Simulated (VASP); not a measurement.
A run of VASP 6.6.1:

Contents of INCAR:

```
SYSTEM = Rh
PREC     = Accurate       ! precision mode
ENCUT    = 520            ! plane-wave cutoff, eV
EDIFF    = 1E-7           ! SCF threshold, eV
ISMEAR   = 0              ! smearing method
SIGMA    = 0.15           ! smearing width, eV
LREAL    = .FALSE.        ! projectors in reciprocal space
LASPH    = .TRUE.         ! aspherical terms in the spheres
NELM     = 60             ! most SCF steps
ALGO     = Fast           ! electronic algorithm
ISIF     = 2              ! what is computed and relaxed
LWAVE    = .FALSE.        ! write WAVECAR
LCHARG   = .FALSE.        ! write CHGCAR
GGA      = PS             ! functional
NBANDS   = 14             ! bands
```

KPOINTS

```
Automatic mesh
0
G
  22 22 22
  0 0 0
```

File POSCAR:

```
Rh
1.0
    0.0000000000      1.8445035000      1.9585965000
    1.8445035000      0.0000000000      1.9585965000
    1.8445035000      1.8445035000      0.0000000000
Rh
1
Direct
    0.0000000000      0.0000000000      0.0000000000
```

Potentials or basis: VASP PAW PBE potentials, release 64 (Rh_pv).

Launch:

```sh
$ cat potpaw_PBE.64/Rh_pv/POTCAR > POTCAR
$ mpirun -np 1 vasp_std > vasp.out
```

Hardware: 1 thread of Intel(R) Xeon(R) 6975P-C (Granite Rapids) (shared host).

Question: Estimate the wall time of this run.

Answer: Wall time 53 s on 1 thread of Intel(R) Xeon(R) 6975P-C (Granite Rapids) (shared host), peak memory 0.24 GiB. Counts: scf iterations 13, k points 834.
